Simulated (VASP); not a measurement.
# Al6H in VASP: a series of runs

The runs below take Al6H through single point, with PBE.

All numbers are computed with VASP 6.6.1; they aren't measurements. Logs are shortened: lines on timing, memory, paths and dates and some standing lists are left out, and cuts for length are marked.

**1. The cell of the first run**

The cell holds a slab with vacuum, 14 atoms: a = 5.714 Å, b = 5.714 Å, c = 22.175 Å, α = 90.00°, β = 90.00°, γ = 90.00°.

**2. Single point, PBE**

The input, INCAR:

```
  PREC = Accurate
  ENCUT = 520
  EDIFF = 1E-6
  ISMEAR = 0
  SIGMA = 0.1
  LREAL = F
  LASPH = T
  NELM = 100
  ALGO = Normal
  ISIF = 2
  LWAVE = F
  LCHARG = F
  LDIPOL = T
  IDIPOL = 3
  DIPOL = 0.5 0.5 0.297
  GGA = PE
  NBANDS = 32
```

The input, KPOINTS:

```
Automatic mesh
0
Gamma
  5 5 1
```

The input, POSCAR:

```
Al6H
1.0
    5.7135165837      0.0000000000      0.0000000000
    0.0000000000      5.7135165837      0.0000000000
    0.0000000000      0.0000000000     22.1746954375
Al H
12 2
Direct
    0.2500000000      0.2500000000      0.1803857921
    0.2500000000      0.7500000000      0.1803857921
    0.7500000000      0.2500000000      0.1803857921
    0.7500000000      0.7500000000      0.1803857921
    0.0000000000      0.0000000000      0.2744050924
    0.0000000000      0.5000000000      0.2744050924
    0.5000000000      0.0000000000      0.2744050924
    0.5000000000      0.5000000000      0.2744050924
    0.2500000000      0.2500000000      0.3686497278
    0.2500000000      0.7500000000      0.3686497278
    0.7500000000      0.2500000000      0.3686497278
    0.7500000000      0.7500000000      0.3686497278
    0.0000000000     -0.2319062141      0.4322357195
    0.0000000000      0.2319062141      0.4322357195
```

Potentials or basis: VASP PAW PBE potentials, release 64 (Al, H).

Started as:

```bash
> cat potpaw_PBE.64/Al/POTCAR potpaw_PBE.64/H/POTCAR > POTCAR
> mpirun -np 1 vasp_std > vasp.out
```

OUTCAR:

```text
PREC = Accurate
   ENCUT = 520
   EDIFF = 1E-6
   ISMEAR = 0
   LREAL = F
   LASPH = T
   NELM = 100
   ISIF = 2
   GGA = PE

 ion  position               nearest neighbor table
   1  0.250  0.250  0.180-   2 2.86   3 2.86   2 2.86   3 2.86   7 2.90   8 2.90   5 2.90   6 2.90

   2  0.250  0.750  0.180-   1 2.86   4 2.86   1 2.86   4 2.86   7 2.90   8 2.90   5 2.90   6 2.90

   3  0.750  0.250  0.180-   1 2.86   4 2.86   4 2.86   1 2.86   7 2.90   8 2.90   5 2.90   6 2.90
[... 4 lines left out ...]
                            11 2.91  12 2.91   9 2.91  10 2.91
   6  0.000  0.500  0.274-   5 2.86   8 2.86   5 2.86   8 2.86   1 2.90   2 2.90   3 2.90   4 2.90
                            11 2.91  12 2.91   9 2.91  10 2.91
   7  0.500  0.000  0.274-   5 2.86   8 2.86   8 2.86   5 2.86   1 2.90   2 2.90   3 2.90   4 2.90
                            11 2.91  12 2.91   9 2.91  10 2.91
   8  0.500  0.500  0.274-   6 2.86   7 2.86   7 2.86   6 2.86   1 2.90   2 2.90   3 2.90   4 2.90
                            11 2.91  12 2.91   9 2.91  10 2.91
   9  0.250  0.250  0.369-  14 2.01  11 2.86  10 2.86  10 2.86  11 2.86   6 2.91   7 2.91   8 2.91
                             5 2.91
  10  0.250  0.750  0.369-  13 2.01  12 2.86   9 2.86   9 2.86  12 2.86   6 2.91   7 2.91   8 2.91
                             5 2.91
  11  0.750  0.250  0.369-  14 2.01  12 2.86   9 2.86  12 2.86   9 2.86   6 2.91   7 2.91   8 2.91
                             5 2.91
  12  0.750  0.750  0.369-  13 2.01  11 2.86  10 2.86  11 2.86  10 2.86   6 2.91   7 2.91   8 2.91
                             5 2.91
  13  0.000  0.768  0.432-  10 2.01  12 2.01
  14  0.000  0.232  0.432-   9 2.01  11 2.01

  LATTYP: Found a simple tetragonal cell.
 ALAT       =     5.7135165837
 C/A-ratio  =     3.8810940885

  Lattice vectors:

 A1 = (   5.7135165837,   0.0000000000,   0.0000000000)
 A2 = (   0.0000000000,   5.7135165837,   0.0000000000)
 A3 = (   0.0000000000,   0.0000000000,  22.1746954375)

Analysis of symmetry for initial positions (statically):
=====================================================================
 Subroutine PRICEL returns:
 Original cell was already a primitive cell.

 Routine SETGRP: Setting up the symmetry group for a
 simple tetragonal supercell.

 Subroutine GETGRP returns: Found  4 space group operations
 (whereof  4 operations were pure point group operations)
 out of a pool of 16 trial point group operations.

The static configuration has the point symmetry C_2v.

Analysis of symmetry for dynamics (positions and initial velocities):
=====================================================================
 Subroutine PRICEL returns:
 Original cell was already a primitive cell.

 Routine SETGRP: Setting up the symmetry group for a
 simple tetragonal supercell.

 Subroutine GETGRP returns: Found  4 space group operations
 (whereof  4 operations were pure point group operations)
 out of a pool of 16 trial point group operations.

The dynamic configuration has the point symmetry C_2v.

 Subroutine INISYM returns: Found  4 space group operations
 (whereof  4 operations are pure point group operations),
 and found     1 'primitive' translations

----------------------------------------------------------------------------------------

                                     Primitive cell

  volume of cell :     723.8768

  direct lattice vectors                    reciprocal lattice vectors
     5.713516584  0.000000000  0.000000000     0.175023558  0.000000000  0.000000000
     0.000000000  5.713516584  0.000000000     0.000000000  0.175023558  0.000000000
     0.000000000  0.000000000 22.174695437     0.000000000  0.000000000  0.045096448

  length of vectors
     5.713516584  5.713516584 22.174695437     0.175023558  0.175023558  0.045096448

  position of ions in fractional coordinates (direct lattice)
     0.250000000  0.250000000  0.180385792
     0.250000000  0.750000000  0.180385792
     0.750000000  0.250000000  0.180385792
     0.750000000  0.750000000  0.180385792
     0.000000000  0.000000000  0.274405092
     0.000000000  0.500000000  0.274405092
     0.500000000  0.000000000  0.274405092
     0.500000000  0.500000000  0.274405092
     0.250000000  0.250000000  0.368649728
     0.250000000  0.750000000  0.368649728
     0.750000000  0.250000000  0.368649728
[... 43 lines left out ...]
 ===========================================

 Found      9 irreducible k-points:

 Following reciprocal coordinates:
            Coordinates               Weight
  0.000000  0.000000  0.000000      1.000000
  0.200000  0.000000  0.000000      2.000000
  0.000000  0.200000  0.000000      2.000000
  0.400000  0.000000  0.000000      2.000000
  0.000000  0.400000  0.000000      2.000000
  0.200000  0.200000  0.000000      4.000000
  0.400000  0.200000  0.000000      4.000000
 -0.200000  0.400000  0.000000      4.000000
  0.400000  0.400000  0.000000      4.000000
   k-points           NKPTS =      9   k-points in BZ     NKDIM =      9   number of bands    NBANDS=     32
   number of dos      NEDOS =    301   number of ions     NIONS =     14
   total plane-waves  NPLWV = 296352
   dimension x,y,z NGX =    42 NGY =   42 NGZ =  168
   dimension x,y,z NGXF=    84 NGYF=   84 NGZF=  336
   ions per type =              12   2
   NGX,Y,Z   is equivalent  to a cutoff of  12.22, 12.22, 12.60 a.u.
   NGXF,Y,Z  is equivalent  to a cutoff of  24.44, 24.44, 25.19 a.u.
 SYSTEM =  unknown system
   PREC   = accura    normal or accurate (medium, high low for compatibility)
   ISTART =      0    job   : 0-new  1-cont  2-samecut
   ICHARG =      2    charge: 1-file 2-atom 10-const
   ISPIN  =      1    spin polarized calculation?
   LNONCOLLINEAR =      F non collinear calculations
   LSORBIT =      F    spin-orbit coupling
   LASPH  =      T    aspherical Exc in radial PAW
   ENCUT  =  520.0 eV  38.22 Ry    6.18 a.u.  10.62 10.62 41.23*2*pi/ulx,y,z
   NELM   =    100;   NELMIN=  2; NELMDL= -5     # of ELM steps
   EDIFF  = 0.1E-05   stopping-criterion for ELM
   LREAL  =      F    real-space projection
   EDIFFG = 0.1E-04   stopping-criterion for IOM
   NSW    =      0    number of steps for IOM
   IBRION =     -1    ionic relax: 0-MD 1-quasi-New 2-CG
   NFREE  =      0    steps in history (QN), initial steepest desc. (CG)
   ISIF   =      2    stress and relaxation
   ISYM   =      2    0-nonsym 1-usesym 2-fastsym
   POTIM  = 0.5000    time-step for ionic-motion
   TEBEG  =    0.0;   TEEND  =   0.0 temperature during run
   PSTRESS=    0.0 pullay stress
   NELECT =      38.0000    total number of electrons
   NUPDOWN=      -1.0000    fix difference up-down
   EMIN   =  10.00;   EMAX   =-10.00  energy-range for DOS
   EFERMI =   0.00;   METHOD = LEGACY
   ISMEAR =     0;   SIGMA  =   0.10  broadening in eV -4-tet -1-fermi 0-gaus
   EFERMI_NEDOS =   21; number of points for ismear=-14 and -15
   IALGO  =     38    algorithm
   IMIX   =      4    mixing-type and parameters
     AMIX     =   0.40;   BMIX     =  1.00
     AMIX_MAG =   1.60;   BMIX_MAG =  1.00
  volume/ion in A,a.u.               =      51.71       348.93
  Fermi-wavevector in a.u.,A,eV,Ry     =   0.612982  1.158368  5.112350  0.375747
  Thomas-Fermi vector in A             =   1.669467
   LORBIT       =      0    0 simple, 1 ext, 2 COOP (PROOUT), +10 PAW based schemes
   GGA     = PE    functional components
   LHFCALC =     F    Hartree Fock is set to
   AEXX    =    0.0000 exact exchange contribution
   IVDW    =     0    specifies the selected vdW correction
   LEPSILON=     F    determine dielectric tensor
   LRPA    =     F    only Hartree local field effects (RPA)
 non-spin polarized calculation
 Gauss-broadening in eV      SIGMA  =   0.10
  energy-cutoff  :      520.00
  volume of cell :      723.88
 maximum number of plane-waves:     19525
   NGX = 21   NGY = 21   NGZ = 83

 dipolmoment           0.000000      0.000000     -0.168512 electrons x Angstroem

 number of electron      37.9999999 magnetization

 dipolmoment           0.000000      0.000000      0.053706 electrons x Angstroem

 Free energy of the ion-electron system (eV)
  ---------------------------------------------------
  ext. energy  EPLUGINS =         0.00000000
  ---------------------------------------------------
  free energy    TOTEN  =       -47.44369651 eV

  energy without entropy =      -47.42951293  energy(sigma->0) =      -47.43660472

 E-fermi :  -0.8885     XC(G=0):  -3.7987

 val. band max:       -0.9982391269   @ k =   0.4000   0.4000   0.0000
 cond. band min:      -0.8699857610   @ k =   0.2000   0.0000   0.0000
 fundamental gap:      0.1282533659
 Fermi energy:        -0.8885082251

 k-point     1 :       0.0000    0.0000    0.0000
  band No.  band energies     occupation
      1     -11.1469      2.00000
      2      -9.2222      2.00000
      3      -6.8624      2.00000
      4      -6.8518      2.00000
      5      -6.7178      2.00000
      6      -6.6023      2.00000
[... 295 lines left out ...]
     30       2.0271      0.00000
     31       2.0482      0.00000
 [bands above 31 left out]

------------------------ aborting loop because EDIFF is reached ----------------------------------------

 vacuum level on the upper side and lower side of the slab       (xc-potential included)         0.134        -0.155

  FORCE on cell =-STRESS in cart. coord.  units (eV):
  Direction    XX          YY          ZZ          XY          YZ          ZX
  --------------------------------------------------------------------------------------
  -------------------------------------------------------------------------------------
  Total       -8.9747040     -7.6481786     -4.4374846      0.0000000      0.0000000      0.0000000
  in kB      -19.8639708    -16.9279340     -9.8216125      0.0000000      0.0000000      0.0000000
  external PRESSURE =     -15.5378391 kB  Pullay stress =       0.0000000 kB

 VOLUME and BASIS-vectors are now :
 -----------------------------------------------------------------------------
  energy-cutoff  :      520.00
  volume of cell :      723.88
      direct lattice vectors                 reciprocal lattice vectors
     5.713516584  0.000000000  0.000000000     0.175023558  0.000000000  0.000000000
     0.000000000  5.713516584  0.000000000     0.000000000  0.175023558  0.000000000
     0.000000000  0.000000000 22.174695437     0.000000000  0.000000000  0.045096448

 POSITION                                       TOTAL-FORCE (eV/Angst)
 -----------------------------------------------------------------------------------
      1.42838      1.42838      4.00000        -0.035800     -0.015715      0.018003
      1.42838      4.28514      4.00000        -0.035800      0.015715      0.018003
      4.28514      1.42838      4.00000         0.035800     -0.015715      0.018003
      4.28514      4.28514      4.00000         0.035800      0.015715      0.018003
      0.00000      0.00000      6.08485         0.000000      0.000000      0.286426
      0.00000      2.85676      6.08485         0.000000      0.000000      0.309712
      2.85676      0.00000      6.08485         0.000000      0.000000     -0.090088
      2.85676      2.85676      6.08485         0.000000      0.000000     -0.116852
      1.42838      1.42838      8.17470        -0.126429      0.006315      0.468578
      1.42838      4.28514      8.17470        -0.126429     -0.006315      0.468578
      4.28514      1.42838      8.17470         0.126429      0.006315      0.468578
      4.28514      4.28514      8.17470         0.126429     -0.006315      0.468578
      0.00000      4.38852      9.58470         0.000000     -0.120967     -1.167760
      0.00000      1.32500      9.58470         0.000000      0.120967     -1.167760
 -----------------------------------------------------------------------------------
    total drift:                               -0.000000      0.000000      0.000060

  FREE ENERGIE OF THE ION-ELECTRON SYSTEM (eV)
  ---------------------------------------------------
  free  energy   TOTEN  =       -47.4436965105 eV

  energy  without entropy=      -47.4295129309  energy(sigma->0) =      -47.43660472

 vacuum level on the upper side and lower side of the slab         3.660         3.363
```

Wall time 16 min (1 thread of AMD EPYC 7R43 (Zen 3), shared host); peak memory 0.61 GiB.

Results:

* Free energy: -47.4437 eV
* Largest force: 1.174 eV/Å
* Band gap on the k mesh: zero (bands 19 and 20 overlap by 0.99 eV)

Forces on the atoms (eV/Å):
```
Al  -0.036 -0.016  0.018
Al  -0.036  0.016  0.018
Al   0.036 -0.016  0.018
Al   0.036  0.016  0.018
Al   0.000  0.000  0.286
Al   0.000  0.000  0.310
Al   0.000  0.000 -0.090
Al   0.000  0.000 -0.117
Al  -0.126  0.006  0.469
Al  -0.126 -0.006  0.469
Al   0.126  0.006  0.469
Al   0.126 -0.006  0.469
H    0.000 -0.121 -1.168
H    0.000  0.121 -1.168
```

(Continued in part 2 of 2.)

The gap in the log of VASP goes by the Fermi energy; the results here count the filled bands.